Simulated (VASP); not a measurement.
# CaO (I4/mmm) in VASP: single point with LDA

Aim: the single point of CaO with LDA.

Program: VASP 6.6.1. These are calculated values, not measurements. Logs are shortened: lines on timing, memory, paths and dates and some standing lists are left out, and cuts for length are marked.

### 1 The cell of the first run

Symmetry: I4/mmm, No. 139, tetragonal system. Conventional cell: a = 3.335 Å, b = 3.335 Å, c = 17.027 Å, α = 90.00°, β = 90.00°, γ = 90.00°. Ca (site symmetry 4mm) has 5 O at 2.36 Å within 3.1 Å. O (site symmetry 4mm) has 5 Ca at 2.36 Å within 3.1 Å.

### 2 Single point, LDA

INCAR

```
  PREC = Accurate
  ENCUT = 600
  EDIFF = 1E-6
  ISMEAR = 0
  SIGMA = 0.01
  LREAL = False
  LASPH = True
  NELM = 120
  ALGO = Normal
  ISIF = 2
  LWAVE = False
  LCHARG = False
  GGA = CA
  NBANDS = 24
  GGA_COMPAT = False
```

KPOINTS

```
regular mesh
0
Gamma
  3 3 3
```

POSCAR

```
CaO
1.0
   -1.6676300000      1.6676300000      8.5134900000
    1.6676300000     -1.6676300000      8.5134900000
    1.6676300000      1.6676300000     -8.5134900000
Ca O
2 2
Direct
    0.3204000000      0.3204000000      0.0000000000
    0.6796000000      0.6796000000      0.0000000000
    0.1818100000      0.1818100000      0.0000000000
    0.8181900000      0.8181900000      0.0000000000
```

Potentials or basis: VASP PAW LDA potentials, release 64 (Ca_sv, O).

Started as:

```bash
cat potpaw_LDA.64/Ca_sv/POTCAR potpaw_LDA.64/O/POTCAR > POTCAR
mpirun -np 1 vasp_std > vasp.out
```

OUTCAR:

```text
PREC = Accurate
   ENCUT = 600
   EDIFF = 1E-6
   ISMEAR = 0
   LREAL = False
   LASPH = True
   NELM = 120
   ISIF = 2
   GGA = CA

 ion  position               nearest neighbor table
   1  0.320  0.320  0.000-   4 2.36   4 2.36   4 2.36   4 2.36   3 2.36
   2  0.680  0.680  0.000-   3 2.36   3 2.36   3 2.36   3 2.36   4 2.36
   3  0.182  0.182  0.000-   2 2.36   2 2.36   2 2.36   2 2.36   1 2.36
   4  0.818  0.818  0.000-   1 2.36   1 2.36   1 2.36   1 2.36   2 2.36

  LATTYP: Found a body centered tetragonal cell.
 ALAT       =     3.3352600000
 C/A-ratio  =     5.1051432272

  Lattice vectors:

 A1 = (  -1.6676300000,   1.6676300000,   8.5134900000)
 A2 = (   1.6676300000,  -1.6676300000,   8.5134900000)
 A3 = (   1.6676300000,   1.6676300000,  -8.5134900000)

Analysis of symmetry for initial positions (statically):
=====================================================================
 Subroutine PRICEL returns:
 Original cell was already a primitive cell.

 Routine SETGRP: Setting up the symmetry group for a
 body centered tetragonal supercell.

 Subroutine GETGRP returns: Found 16 space group operations
 (whereof 16 operations were pure point group operations)
 out of a pool of 16 trial point group operations.

The static configuration has the point symmetry D_4h.

Analysis of symmetry for dynamics (positions and initial velocities):
=====================================================================
 Subroutine PRICEL returns:
 Original cell was already a primitive cell.

 Routine SETGRP: Setting up the symmetry group for a
 body centered tetragonal supercell.

 Subroutine GETGRP returns: Found 16 space group operations
 (whereof 16 operations were pure point group operations)
 out of a pool of 16 trial point group operations.

The dynamic configuration has the point symmetry D_4h.

 Subroutine INISYM returns: Found 16 space group operations
 (whereof 16 operations are pure point group operations),
 and found     1 'primitive' translations

----------------------------------------------------------------------------------------

                                     Primitive cell

  volume of cell :      94.7037

  direct lattice vectors                    reciprocal lattice vectors
    -1.667630000  1.667630000  8.513490000     0.000000000  0.299826700  0.058730321
     1.667630000 -1.667630000  8.513490000     0.299826700  0.000000000  0.058730321
[... 70 lines left out ...]
   EDIFF  = 0.1E-05   stopping-criterion for ELM
   LREAL  =      F    real-space projection
   EDIFFG = 0.1E-04   stopping-criterion for IOM
   NSW    =      0    number of steps for IOM
   IBRION =     -1    ionic relax: 0-MD 1-quasi-New 2-CG
   NFREE  =      0    steps in history (QN), initial steepest desc. (CG)
   ISIF   =      2    stress and relaxation
   ISYM   =      2    0-nonsym 1-usesym 2-fastsym
   POTIM  = 0.5000    time-step for ionic-motion
   TEBEG  =    0.0;   TEEND  =   0.0 temperature during run
   PSTRESS=    0.0 pullay stress
   NELECT =      32.0000    total number of electrons
   NUPDOWN=      -1.0000    fix difference up-down
   EMIN   =  10.00;   EMAX   =-10.00  energy-range for DOS
   EFERMI =   0.00;   METHOD = LEGACY
   ISMEAR =     0;   SIGMA  =   0.01  broadening in eV -4-tet -1-fermi 0-gaus
   EFERMI_NEDOS =   21; number of points for ismear=-14 and -15
   IALGO  =     38    algorithm
   IMIX   =      4    mixing-type and parameters
     AMIX     =   0.40;   BMIX     =  1.00
     AMIX_MAG =   1.60;   BMIX_MAG =  1.00
  volume/ion in A,a.u.               =      23.68       159.77
  Fermi-wavevector in a.u.,A,eV,Ry     =   1.140256  2.154772 17.690083  1.300184
  Thomas-Fermi vector in A             =   2.276959
   LORBIT       =      0    0 simple, 1 ext, 2 COOP (PROOUT), +10 PAW based schemes
   GGA     = CA    functional components
   LHFCALC =     F    Hartree Fock is set to
   AEXX    =    0.0000 exact exchange contribution
   IVDW    =     0    specifies the selected vdW correction
   LEPSILON=     F    determine dielectric tensor
   LRPA    =     F    only Hartree local field effects (RPA)
 non-spin polarized calculation
 Gauss-broadening in eV      SIGMA  =   0.01
  energy-cutoff  :      600.00
  volume of cell :       94.70
 maximum number of plane-waves:      3174
 NGX is ok and might be reduce to    70
   NGX = 35   NGY = 35   NGZ = 35

 number of electron      31.9999998 magnetization

 Free energy of the ion-electron system (eV)
  ---------------------------------------------------
  ext. energy  EPLUGINS =         0.00000000
  ---------------------------------------------------
  free energy    TOTEN  =       -27.23614109 eV

  energy without entropy =      -27.23614109  energy(sigma->0) =      -27.23614109

 E-fermi :  -0.2858     XC(G=0):  -7.6301

 val. band max:       -0.4289216497   @ k =  -0.3333  -0.3333   0.3333
 cond. band min:       1.6459257288   @ k =   0.0000   0.0000   0.0000
 fundamental gap:      2.0748473785
 Fermi energy:        -0.2857542847

 k-point     1 :       0.0000    0.0000    0.0000
  band No.  band energies     occupation
      1     -37.8568      2.00000
      2     -37.7763      2.00000
      3     -19.5867      2.00000
      4     -19.2112      2.00000
      5     -19.0267      2.00000
      6     -19.0267      2.00000
[... 151 lines left out ...]
     23       6.3188      0.00000
     24       7.2028      0.00000

------------------------ aborting loop because EDIFF is reached ----------------------------------------

  FORCE on cell =-STRESS in cart. coord.  units (eV):
  Direction    XX          YY          ZZ          XY          YZ          ZX
  --------------------------------------------------------------------------------------
  -------------------------------------------------------------------------------------
  Total       -3.1883588     -3.1883588     -1.6322034      0.0000000      0.0000000      0.0000000
  in kB      -53.9399765    -53.9399765    -27.6132707      0.0000000      0.0000000      0.0000000
  external PRESSURE =     -45.1644079 kB  Pullay stress =       0.0000000 kB

 VOLUME and BASIS-vectors are now :
 -----------------------------------------------------------------------------
  energy-cutoff  :      600.00
  volume of cell :       94.70
      direct lattice vectors                 reciprocal lattice vectors
    -1.667630000  1.667630000  8.513490000     0.000000000  0.299826700  0.058730321
     1.667630000 -1.667630000  8.513490000     0.299826700  0.000000000  0.058730321
     1.667630000  1.667630000 -8.513490000     0.299826700  0.299826700  0.000000000

 POSITION                                       TOTAL-FORCE (eV/Angst)
 -----------------------------------------------------------------------------------
      0.00000      0.00000      5.45544        -0.000000     -0.000000     -0.366278
      0.00000      0.00000     11.57154        -0.000000     -0.000000      0.366278
      0.00000      0.00000      3.09568         0.000000      0.000000      0.280970
      0.00000      0.00000     13.93130         0.000000      0.000000     -0.280970
 -----------------------------------------------------------------------------------
    total drift:                               -0.000000     -0.000000      0.000000

  FREE ENERGIE OF THE ION-ELECTRON SYSTEM (eV)
  ---------------------------------------------------
  free  energy   TOTEN  =       -27.2361410917 eV

  energy  without entropy=      -27.2361410917  energy(sigma->0) =      -27.23614109
```

Run time: 4 min. Hardware: 1 thread of AMD EPYC, shared host; peak memory 0.42 GiB.

Results:

| Item | Value |
| --- | --- |
| Free energy | -27.2361 eV |
| Pressure | -4.5 GPa |
| Largest force | 0.366 eV/Å |
| Band gap on the k mesh | 2.07 eV |

Forces in eV/Å, atoms in the order of the input:
```
Ca   0.000  0.000 -0.366
Ca   0.000  0.000  0.366
O    0.000  0.000  0.281
O    0.000  0.000 -0.281
```

Stress tensor (GPa, compression positive):
```
-5.39  0.00  0.00
 0.00 -5.39  0.00
 0.00  0.00 -2.76
```

Levels at points of the mesh, in eV from the valence-band top:
| k point | band 14 | band 15 | band 16 | band 17 | band 18 | band 19 |
| --- | --- | --- | --- | --- | --- | --- |
| (0.00, 0.00, 0.00) | -0.25 | 0.00 | 0.00 | 2.07 | 3.81 | 5.08 |

Caveat: the k points lie up to 0.64 Å⁻¹ apart; an odd mesh through Γ misses points on the zone boundary, where band edges can lie.
